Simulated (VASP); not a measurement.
# Cu (P6_3/mmc) in VASP: a series of runs, part 2 of 2

VASP 6.6.1. Earlier steps stand in the parts before.

## (3) Single point, LDA (strain -0.0050 x Voigt [0, 0, 1, 0, 0, 0])

Contents of INCAR:

```
PREC     = Accurate       # precision mode
ENCUT    = 520            # plane-wave cutoff, eV
EDIFF    = 1E-6           # SCF threshold, eV
ISMEAR   = 0              # smearing method
SIGMA    = 0.15           # smearing width, eV
LREAL    = False          # projectors in reciprocal space
LASPH    = True           # aspherical terms in the spheres
NELM     = 100            # most SCF steps
ALGO     = Fast           # electronic algorithm
ISIF     = 2              # what is computed and relaxed
LWAVE    = False          # write WAVECAR
LCHARG   = True           # write CHGCAR
LELF     = True           # ELF
LVHAR    = True         
NBANDS   = 18             # bands
```

Contents of KPOINTS:

```
Automatic mesh
0
Gamma
  21 21 12
```

Contents of POSCAR:

```
Cu
1.0
    2.5340966698      0.0000000000      0.0000000000
   -1.2670483349      2.1945920917      0.0000000000
    0.0000000000      0.0000000000      4.0920081450
Cu
2
Direct
    0.3333333333      0.6666666667      0.2500000000
    0.6666666667      0.3333333333      0.7500000000
```

Potentials or basis: VASP PAW LDA potentials, release 64 (Cu).

On the command line:

```
$ cat potpaw_LDA.64/Cu/POTCAR > POTCAR
$ mpirun -np 1 vasp_std > vasp.out
```

OUTCAR:

```text
PREC = Accurate
   ENCUT = 520
   EDIFF = 1E-6
   ISMEAR = 0
   LREAL = False
   LASPH = True
   NELM = 100
   ISIF = 2

 ion  position               nearest neighbor table
   1  0.333  0.667  0.250-   2 2.52   2 2.52   2 2.52   2 2.52   2 2.52   2 2.52
   2  0.667  0.333  0.750-   1 2.52   1 2.52   1 2.52   1 2.52   1 2.52   1 2.52

  LATTYP: Found a hexagonal cell.
 ALAT       =     2.5340966698
 C/A-ratio  =     1.6147798124

  Lattice vectors:

 A1 = (   2.5340966698,   0.0000000000,   0.0000000000)
 A2 = (  -1.2670483349,   2.1945920917,   0.0000000000)
 A3 = (   0.0000000000,   0.0000000000,   4.0920081450)

Analysis of symmetry for initial positions (statically):
=====================================================================
 Subroutine PRICEL returns:
 Original cell was already a primitive cell.

 Routine SETGRP: Setting up the symmetry group for a
 hexagonal supercell.

 Subroutine GETGRP returns: Found 24 space group operations
 (whereof 12 operations were pure point group operations)
[... 158 lines left out ...]
 number of electron      21.9999965 magnetization

 Free energy of the ion-electron system (eV)
  ---------------------------------------------------
  ext. energy  EPLUGINS =         0.00000000
  ---------------------------------------------------
  free energy    TOTEN  =        -9.38064669 eV

  energy without entropy =       -9.37315661  energy(sigma->0) =       -9.37690165

 E-fermi :   7.8212     XC(G=0): -13.3213

 val. band max:        7.8193103167   @ k =   0.3333   0.1905   0.0000
 cond. band min:       7.8348149093   @ k =   0.0952   0.0952   0.1667
 fundamental gap:      0.0155045925
 Fermi energy:         7.8211573492

 k-point     1 :       0.0000    0.0000    0.0000
  band No.  band energies     occupation
      1      -1.8213      2.00000
      2       2.4996      2.00000
      3       4.6606      2.00000
      4       4.6831      2.00000
      5       4.6831      2.00000
      6       4.9130      2.00000
[... 481 lines left out ...]
      5       4.6861      2.00000
      6       4.7428      2.00000
[... 10 lines left out ...]
     17      27.8308      0.00000
     18      29.4406      0.00000

 [... further k-points ...]
[... 5 lines left out ...]
  --------------------------------------------------------------------------------------
  -------------------------------------------------------------------------------------
  Total       -1.0959450     -1.0959450     -0.6031610      0.0000000      0.0000000      0.0000000
  in kB      -77.1588677    -77.1588677    -42.4649235      0.0000000      0.0000000      0.0000000
  external PRESSURE =     -65.5942197 kB  Pullay stress =       0.0000000 kB

 VOLUME and BASIS-vectors are now :
 -----------------------------------------------------------------------------
  energy-cutoff  :      520.00
  volume of cell :       22.76
      direct lattice vectors                 reciprocal lattice vectors
     2.534096670  0.000000000  0.000000000     0.394617937  0.227832772  0.000000000
    -1.267048335  2.194592092  0.000000000     0.000000000  0.455665544  0.000000000
     0.000000000  0.000000000  4.092008145     0.000000000  0.000000000  0.244378790

 POSITION                                       TOTAL-FORCE (eV/Angst)
 -----------------------------------------------------------------------------------
     -0.00000      1.46306      1.02300         0.000000      0.000000      0.000000
      1.26705      0.73153      3.06901        -0.000000      0.000000      0.000000
 -----------------------------------------------------------------------------------
    total drift:                               -0.000000      0.000000     -0.000000

  FREE ENERGIE OF THE ION-ELECTRON SYSTEM (eV)
  ---------------------------------------------------
  free  energy   TOTEN  =        -9.3806466880 eV

  energy  without entropy=       -9.3731566135  energy(sigma->0) =       -9.37690165
```

It took 52 s on 1 thread of Intel Xeon 6975P-C (Granite Rapids), shared host; peak memory 0.21 GiB.

Results:

```yaml
Free_energy: -9.3806 eV
Pressure: -6.6 GPa
Band_gap_on_the_k_mesh: zero (band 11 reaches 11.88 eV, above the bottom of band 12 at 5.77 eV)
```

Caveat: the cell differs from its parent crystal (strain -0.0050 x Voigt [0, 0, 1, 0, 0, 0]).

## (4) Single point, LDA (strain +0.0050 x Voigt [0, 0, 1, 0, 0, 0])

Contents of INCAR:

```
PREC = Accurate
ENCUT = 520
EDIFF = 1E-7
ISMEAR = 0
SIGMA = 0.15
LREAL = F
LASPH = T
NELM = 100
ALGO = Fast
ISIF = 2
LWAVE = F
LCHARG = T
LELF = T
LVHAR = T
NBANDS = 18
```

KPOINTS is that of step 3.

POSCAR, as its differences from that of step 3:

```diff
@@ -4,3 +4,3 @@
    -1.2670483349      2.1945920917      0.0000000000
-    0.0000000000      0.0000000000      4.0920081450
+    0.0000000000      0.0000000000      4.1331338550
 Cu
```

On the command line:

```
$ cat potpaw_LDA.64/Cu/POTCAR > POTCAR
$ mpirun -np 1 vasp_std > vasp.out
```

It took 61 s on 1 thread of Intel Xeon 6975P-C (Granite Rapids), shared host; peak memory 0.21 GiB.

The run converged. Its results:

```yaml
Free_energy: -9.3730 eV
Pressure: -7.9 GPa
Band_gap_on_the_k_mesh: zero (band 11 reaches 11.78 eV, above the bottom of band 12 at 5.66 eV)
```

Stress tensor (GPa, compression positive):
```
-8.53  0.00  0.00
 0.00 -8.53  0.00
 0.00  0.00 -6.69
```

Levels at points of the mesh, in eV from the Fermi level:
```tsv
k point	band 7	band 8	band 9	band 10	band 11	band 12	band 13	band 14	band 15	band 16
(0.00, 0.00, 0.00)	-2.90	-2.59	-2.59	-1.81	-1.81	-1.06	3.86	21.65	21.98	21.98
(0.00, 0.00, 0.50)	-3.16	-3.16	-2.04	-2.04	-2.04	-2.04	12.68	12.68	22.33	22.33
```

Caveat: the cell differs from its parent crystal (strain +0.0050 x Voigt [0, 0, 1, 0, 0, 0]).

## (5) Single point, LDA (strain +0.0100 x Voigt [0, 0, 1, 0, 0, 0])

Contents of INCAR:

```
SYSTEM = Cu
PREC     = Accurate       ! precision mode
ENCUT    = 520            ! plane-wave cutoff, eV
EDIFF    = 1E-6           ! SCF threshold, eV
ISMEAR   = 0              ! smearing method
SIGMA    = 0.15           ! smearing width, eV
LREAL    = .False.        ! projectors in reciprocal space
LASPH    = .True.         ! aspherical terms in the spheres
NELM     = 60             ! most SCF steps
ALGO     = Fast           ! electronic algorithm
ISIF     = 2              ! what is computed and relaxed
LWAVE    = .False.        ! write WAVECAR
LCHARG   = .True.         ! write CHGCAR
GGA      = CA             ! functional
LELF     = .True.         ! ELF
LVHAR    = .True.       
NBANDS   = 18             ! bands
```

Contents of KPOINTS:

```
Automatic mesh
0
Gamma
  21 21 12
  0 0 0
```

POSCAR, as its differences from that of step 4:

```diff
@@ -4,3 +4,3 @@
    -1.2670483349      2.1945920917      0.0000000000
-    0.0000000000      0.0000000000      4.1331338550
+    0.0000000000      0.0000000000      4.1536967100
 Cu
```

On the command line:

```
$ cat potpaw_LDA.64/Cu/POTCAR > POTCAR
$ mpirun -np 1 vasp_std > vasp.out
```

It took 53 s on 1 thread of Intel Xeon 6975P-C (Granite Rapids), shared host; peak memory 0.21 GiB.

The run converged. Its results:

```
Free energy            : -9.3679 eV
Pressure               : -8.6 GPa
Band gap on the k mesh : zero (band 11 reaches 11.73 eV, above the bottom of band 12 at 5.60 eV)
```

Stress tensor (GPa, compression positive):
```
-8.98  0.00  0.00
 0.00 -8.98  0.00
 0.00  0.00 -7.91
```

Levels at points of the mesh, in eV from the Fermi level:
| k point | band 7 | band 8 | band 9 | band 10 | band 11 | band 12 | band 13 | band 14 | band 15 | band 16 |
| --- | --- | --- | --- | --- | --- | --- | --- | --- | --- | --- |
| (0.00, 0.00, 0.00) | -2.89 | -2.57 | -2.57 | -1.80 | -1.80 | -1.09 | 3.76 | 21.68 | 22.01 | 22.01 |
| (0.00, 0.00, 0.50) | -3.14 | -3.14 | -2.04 | -2.04 | -2.04 | -2.04 | 12.51 | 12.51 | 22.35 | 22.35 |

Caveat: the cell differs from its parent crystal (strain +0.0100 x Voigt [0, 0, 1, 0, 0, 0]).

## (6) Single point, LDA (strain +0.0150 x Voigt [0, 0, 1, 0, 0, 0])

Contents of INCAR:

```
PREC     = Accurate       # precision mode
ENCUT    = 520            # plane-wave cutoff, eV
EDIFF    = 1E-6           # SCF threshold, eV
ISMEAR   = 0              # smearing method
SIGMA    = 0.15           # smearing width, eV
LREAL    = False          # projectors in reciprocal space
LASPH    = True           # aspherical terms in the spheres
NELM     = 60             # most SCF steps
ALGO     = Fast           # electronic algorithm
ISIF     = 2              # what is computed and relaxed
LWAVE    = False          # write WAVECAR
LCHARG   = True           # write CHGCAR
LELF     = True           # ELF
LVHAR    = True         
NBANDS   = 18             # bands
```

Contents of KPOINTS:

```
regular mesh
0
Gamma
  21 21 12
```

POSCAR, as its differences from that of step 5:

```diff
@@ -4,3 +4,3 @@
    -1.2670483349      2.1945920917      0.0000000000
-    0.0000000000      0.0000000000      4.1536967100
+    0.0000000000      0.0000000000      4.1742595650
 Cu
```

Potentials or basis: VASP PAW LDA potentials, release 64 (Cu).

On the command line:

```
$ cat potpaw_LDA.64/Cu/POTCAR > POTCAR
$ mpirun -np 1 vasp_std > vasp.out
```

Run time: 67 s. Hardware: 1 thread of Intel Xeon 6975P-C (Granite Rapids), shared host; peak memory 0.21 GiB.

It converged, with:

- Free energy: -9.3618 eV
- Pressure: -9.1 GPa
- Band gap on the k mesh: zero (band 11 reaches 11.68 eV, above the bottom of band 12 at 5.54 eV)

Stress tensor (GPa, compression positive):
```
-9.24  0.00  0.00
 0.00 -9.24  0.00
 0.00  0.00 -8.92
```

Levels at points of the mesh, in eV from the Fermi level:
| k point | band 8 | band 9 | band 10 | band 11 | band 12 | band 13 | band 14 | band 15 |
| --- | --- | --- | --- | --- | --- | --- | --- | --- |
| (0.00, 0.00, 0.00) | -2.55 | -2.55 | -1.80 | -1.80 | -1.12 | 3.67 | 21.70 | 22.04 |
| (0.00, 0.00, 0.50) | -3.12 | -2.03 | -2.03 | -2.03 | -2.03 | 12.33 | 12.33 | 22.37 |

Caveat: the cell differs from its parent crystal (strain +0.0150 x Voigt [0, 0, 1, 0, 0, 0]).

## (7) The runs side by side

| cell | further INCAR settings | gap on the mesh (eV) | pressure (GPa) |
| --- | --- | --- | --- |
| a = 2.534, b = 2.534, c = 4.071 Å, angles 90.0, 90.0, 120.0°, 2 atoms | ALGO = Fast; EDIFF = 1e-06; NBANDS = 18 | none | -5.7 |
| a = 2.534, b = 2.534, c = 4.092 Å, angles 90.0, 90.0, 120.0°, 2 atoms | ALGO = Fast; EDIFF = 1e-06; NBANDS = 18 | none | -6.6 |
| a = 2.534, b = 2.534, c = 4.133 Å, angles 90.0, 90.0, 120.0°, 2 atoms | ALGO = Fast; EDIFF = 1e-07; NBANDS = 18 | none | -7.9 |
| a = 2.534, b = 2.534, c = 4.154 Å, angles 90.0, 90.0, 120.0°, 2 atoms | ALGO = Fast; EDIFF = 1e-06; NBANDS = 18 | none | -8.6 |
| a = 2.534, b = 2.534, c = 4.174 Å, angles 90.0, 90.0, 120.0°, 2 atoms | ALGO = Fast; EDIFF = 1e-06; NBANDS = 18 | none | -9.1 |

Alike in all rows: task single point; level LDA; potentials or basis VASP PAW LDA potentials, release 64 (Cu); no spin polarisation; k mesh 21 × 21 × 12; cutoff (eV) 520; smearing gaussian 0.15 eV.

Absolute energies hang on the potentials; compare differences alone.
